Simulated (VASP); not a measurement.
# Sn (I4/mmm) in VASP: a series of runs, part 2 of 3

VASP 6.6.1. Earlier steps stand in the parts before.

**3. Single point, PBE (25.27 Å³/atom)**

This run uses another cell than the first one, of 25.27 Å³/atom.

File INCAR:

```
SYSTEM = Sn
ALGO = Fast ; EDIFF = 1E-6
ENCUT = 520 ; GGA = PE
ISIF = 2 ; ISMEAR = 0
LASPH = .True. ; LCHARG = .False.
LREAL = .False. ; LWAVE = .False.
NBANDS = 13 ; NELM = 100
PREC = Accurate ; SIGMA = 0.1
```

File KPOINTS:

```
k-points
0
Gamma
  20 20 20
  0 0 0
```

File POSCAR:

```
Sn
1.0
    0.0000000000      2.7264371554      2.7264476038
    1.6996562875      0.0000000000      2.7264476038
    1.6996562875      2.7264371554      0.0000000000
Sn
1
Direct
    0.5000000000      0.5000000000      0.5000000000
```

Potentials or basis: VASP PAW PBE potentials, release 64 (Sn_d).

Run with:

```
$ cat potpaw_PBE.64/Sn_d/POTCAR > POTCAR
$ mpirun -np 1 vasp_std > vasp.out
```

OUTCAR:

```text
SYSTEM = Sn
   EDIFF = 1E-6
   ENCUT = 520
   GGA = PE
   ISIF = 2
   ISMEAR = 0
   LASPH = .True.
   LREAL = .False.
   NELM = 100
   PREC = Accurate

 ion  position               nearest neighbor table
   1  0.500  0.500  0.500-

  LATTYP: Found a body centered tetragonal cell.
 ALAT       =     3.8557717903
 C/A-ratio  =     0.8816166412

  Lattice vectors:

 A1 = (  -1.6996562875,   0.0000000000,  -2.7264476038)
 A2 = (  -1.6996562875,   0.0000000000,   2.7264476038)
 A3 = (   1.6996562875,   2.7264371554,   0.0000000000)

Analysis of symmetry for initial positions (statically):
=====================================================================
 Subroutine PRICEL returns:
 Original cell was already a primitive cell.

 Routine SETGRP: Setting up the symmetry group for a
 body centered tetragonal supercell.

 Subroutine GETGRP returns: Found 16 space group operations
 (whereof 16 operations were pure point group operations)
 out of a pool of 16 trial point group operations.

The static configuration has the point symmetry D_4h.

Analysis of symmetry for dynamics (positions and initial velocities):
=====================================================================
 Subroutine PRICEL returns:
 Original cell was already a primitive cell.

 Routine SETGRP: Setting up the symmetry group for a
 body centered tetragonal supercell.

 Subroutine GETGRP returns: Found 16 space group operations
 (whereof 16 operations were pure point group operations)
 out of a pool of 16 trial point group operations.

The dynamic configuration has the point symmetry D_4h.

 Subroutine INISYM returns: Found 16 space group operations
 (whereof 16 operations are pure point group operations),
 and found     1 'primitive' translations

----------------------------------------------------------------------------------------

                                     Primitive cell

  volume of cell :      25.2687

  direct lattice vectors                    reciprocal lattice vectors
     0.000000000  2.726437155  2.726447604    -0.294177125  0.183389520  0.183388817
     1.699656288  0.000000000  2.726447604     0.294177125 -0.183389520  0.183388817
     1.699656288  2.726437155  0.000000000     0.294177125  0.183389520 -0.183388817

  length of vectors
     3.855771790  3.212841115  3.212832249     0.392177708  0.392177708  0.392177708

  position of ions in fractional coordinates (direct lattice)
     0.500000000  0.500000000  0.500000000

  ion indices of the primitive-cell ions
   primitive index   ion index
                 1           1

----------------------------------------------------------------------------------------

 KPOINTS: k-points

Automatic generation of k-mesh.
 Grid dimensions read from file:
 generate k-points for:   20   20   20

 Generating k-lattice:

  Cartesian coordinates                     Fractional coordinates (reciprocal lattice)
    -0.014708856  0.009169476  0.009169441     0.050000000 -0.000000000  0.000000000
     0.014708856 -0.009169476  0.009169441    -0.000000000  0.050000000  0.000000000
     0.014708856  0.009169476 -0.009169441     0.000000000  0.000000000  0.050000000

  Length of vectors
     0.019608885  0.019608885  0.019608885

  Shift w.r.t. Gamma in fractional coordinates (k-lattice)
     0.000000000  0.000000000  0.000000000

 Subroutine IBZKPT returns following result:
 ===========================================

 Found    641 irreducible k-points:

 Following reciprocal coordinates:
            Coordinates               Weight
  0.000000  0.000000  0.000000      1.000000
  0.050000  0.000000  0.000000      8.000000
  0.100000  0.000000  0.000000      8.000000
  0.150000  0.000000  0.000000      8.000000
  0.200000  0.000000  0.000000      8.000000
  0.250000  0.000000  0.000000      8.000000
[... 16 lines left out ...]
 -0.400000  0.050000 -0.000000     16.000000
 -0.350000  0.050000 -0.000000     16.000000
 [... further k-points ...]
   k-points           NKPTS =    641   k-points in BZ     NKDIM =    641   number of bands    NBANDS=     13
   number of dos      NEDOS =    301   number of ions     NIONS =      1
   total plane-waves  NPLWV =  17280
   dimension x,y,z NGX =    30 NGY =   24 NGZ =   24
   dimension x,y,z NGXF=    60 NGYF=   48 NGZF=   48
   ions per type =               1
   NGX,Y,Z   is equivalent  to a cutoff of  12.93, 12.42, 12.42 a.u.
   NGXF,Y,Z  is equivalent  to a cutoff of  25.87, 24.84, 24.84 a.u.
 SYSTEM =  Sn
   PREC   = accura    normal or accurate (medium, high low for compatibility)
   ISTART =      0    job   : 0-new  1-cont  2-samecut
   ICHARG =      2    charge: 1-file 2-atom 10-const
   ISPIN  =      1    spin polarized calculation?
   LNONCOLLINEAR =      F non collinear calculations
   LSORBIT =      F    spin-orbit coupling
   LASPH  =      T    aspherical Exc in radial PAW
   ENCUT  =  520.0 eV  38.22 Ry    6.18 a.u.   7.17  5.97  5.97*2*pi/ulx,y,z
   NELM   =    100;   NELMIN=  2; NELMDL= -5     # of ELM steps
   EDIFF  = 0.1E-05   stopping-criterion for ELM
   LREAL  =      F    real-space projection
   EDIFFG = 0.1E-04   stopping-criterion for IOM
   NSW    =      0    number of steps for IOM
   IBRION =     -1    ionic relax: 0-MD 1-quasi-New 2-CG
   NFREE  =      0    steps in history (QN), initial steepest desc. (CG)
   ISIF   =      2    stress and relaxation
   ISYM   =      2    0-nonsym 1-usesym 2-fastsym
   POTIM  = 0.5000    time-step for ionic-motion
   TEBEG  =    0.0;   TEEND  =   0.0 temperature during run
   PSTRESS=    0.0 pullay stress
   NELECT =      14.0000    total number of electrons
   NUPDOWN=      -1.0000    fix difference up-down
   EMIN   =  10.00;   EMAX   =-10.00  energy-range for DOS
   EFERMI =   0.00;   METHOD = LEGACY
   ISMEAR =     0;   SIGMA  =   0.10  broadening in eV -4-tet -1-fermi 0-gaus
   EFERMI_NEDOS =   21; number of points for ismear=-14 and -15
   IALGO  =     68    algorithm
   IMIX   =      4    mixing-type and parameters
     AMIX     =   0.40;   BMIX     =  1.00
     AMIX_MAG =   1.60;   BMIX_MAG =  1.00
  volume/ion in A,a.u.               =      25.27       170.52
  Fermi-wavevector in a.u.,A,eV,Ry     =   1.344589  2.540905 24.598244  1.807920
  Thomas-Fermi vector in A             =   2.472571
   LORBIT       =      0    0 simple, 1 ext, 2 COOP (PROOUT), +10 PAW based schemes
   GGA     = PE    functional components
   LHFCALC =     F    Hartree Fock is set to
   AEXX    =    0.0000 exact exchange contribution
   IVDW    =     0    specifies the selected vdW correction
   LEPSILON=     F    determine dielectric tensor
   LRPA    =     F    only Hartree local field effects (RPA)
 non-spin polarized calculation
 RMM-DIIS sequential band-by-band and
 Gauss-broadening in eV      SIGMA  =   0.10
  energy-cutoff  :      520.00
  volume of cell :       25.27
 maximum number of plane-waves:       702
 NGX is ok and might be reduce to    30
   NGX = 15   NGY = 11   NGZ = 11

 number of electron      14.0000002 magnetization

 Free energy of the ion-electron system (eV)
  ---------------------------------------------------
  ext. energy  EPLUGINS =         0.00000000
  ---------------------------------------------------
  free energy    TOTEN  =        -3.74903303 eV

  energy without entropy =       -3.74711547  energy(sigma->0) =       -3.74807425

 E-fermi :   9.0184     XC(G=0): -10.7108

 val. band max:        8.9985667189   @ k =  -0.4000   0.3000   0.2500
 cond. band min:       9.0242032812   @ k =  -0.0500   0.4000   0.4000
 fundamental gap:      0.0256365623
 Fermi energy:         9.0184274490

 k-point     1 :       0.0000    0.0000    0.0000
  band No.  band energies     occupation
      1     -12.6357      2.00000
      2     -12.5797      2.00000
      3     -12.5796      2.00000
      4     -12.4926      2.00000
      5     -12.4094      2.00000
      6      -2.6415      2.00000
      7      16.9735      0.00000
      8      16.9736      0.00000
      9      18.5166      0.00000
     10      20.5918      0.00000
     11      21.2987      0.00000
     12      21.2988      0.00000
     13      21.9160      0.00000
[... 353 lines left out ...]
 k-point    24 :      -0.3500    0.0500   -0.0000
  band No.  band energies     occupation
      1     -12.6650      2.00000
      2     -12.5894      2.00000
      3     -12.4515      2.00000
      4     -12.4141      2.00000
      5     -12.3756      2.00000
      6       0.9048      2.00000
      7       7.0897      2.00000
      8      12.6446      0.00000
      9      13.9936      0.00000
     10      17.2956      0.00000
     11      17.5358      0.00000
     12      22.3400      0.00000
     13      28.1559      0.00000

 [... further k-points ...]

------------------------ aborting loop because EDIFF is reached ----------------------------------------

  FORCE on cell =-STRESS in cart. coord.  units (eV):
  Direction    XX          YY          ZZ          XY          YZ          ZX
  --------------------------------------------------------------------------------------
  -------------------------------------------------------------------------------------
  Total        0.8664393      0.8509105      0.8509171      0.0000000      0.0000000      0.0000000
  in kB       54.9370057     53.9523964     53.9528100      0.0000000      0.0000000      0.0000000
  external PRESSURE =      54.2807374 kB  Pullay stress =       0.0000000 kB

 VOLUME and BASIS-vectors are now :
 -----------------------------------------------------------------------------
  energy-cutoff  :      520.00
  volume of cell :       25.27
      direct lattice vectors                 reciprocal lattice vectors
     0.000000000  2.726437155  2.726447604    -0.294177125  0.183389520  0.183388817
     1.699656288  0.000000000  2.726447604     0.294177125 -0.183389520  0.183388817
     1.699656288  2.726437155  0.000000000     0.294177125  0.183389520 -0.183388817

 POSITION                                       TOTAL-FORCE (eV/Angst)
 -----------------------------------------------------------------------------------
      1.69966      2.72644      2.72645         0.000000      0.000000     -0.000000
 -----------------------------------------------------------------------------------
    total drift:                                0.000000      0.000000      0.000000

  FREE ENERGIE OF THE ION-ELECTRON SYSTEM (eV)
  ---------------------------------------------------
  free  energy   TOTEN  =        -3.7490330345 eV

  energy  without entropy=       -3.7471154706  energy(sigma->0) =       -3.74807425
```

It took 1.9 min on 1 thread of Intel Xeon Platinum 8488C (Sapphire Rapids), shared host; peak memory 0.29 GiB.

Results:

| Property | Result |
| --- | --- |
| Free energy | -3.7490 eV |
| Pressure | 5.4 GPa |
| Band gap on the k mesh | zero (bands 7 and 8 overlap by 10.38 eV) |

Stress tensor (GPa, compression positive):
```
5.49 0.00 0.00
0.00 5.40 0.00
0.00 0.00 5.40
```

Levels at points of the mesh, in eV from the Fermi level:
| k point | band 3 | band 4 | band 5 | band 6 | band 7 | band 8 | band 9 | band 10 | band 11 | band 12 |
| --- | --- | --- | --- | --- | --- | --- | --- | --- | --- | --- |
| (0.00, 0.00, 0.00) | -21.60 | -21.51 | -21.43 | -11.66 | 7.96 | 7.96 | 9.50 | 11.57 | 12.28 | 12.28 |
| (0.50, 0.00, 0.00) | -21.47 | -21.42 | -21.35 | -6.12 | -4.68 | 3.40 | 4.93 | 7.81 | 7.86 | 14.74 |
| (0.50, 0.50, 0.00) | -21.51 | -21.47 | -21.36 | -7.12 | -5.05 | 5.20 | 7.31 | 9.90 | 10.14 | 13.28 |
| (0.00, 0.50, 0.50) | -21.39 | -21.39 | -21.35 | -2.52 | -1.37 | -1.37 | 1.31 | 3.22 | 5.05 | 18.86 |

Caveat: the cell stands under pressure; spin-orbit coupling is left out, which moves the levels of the heavy elements.

[end of part 2 of 3]

The gap in the log of VASP goes by the Fermi energy; the results here count the filled bands.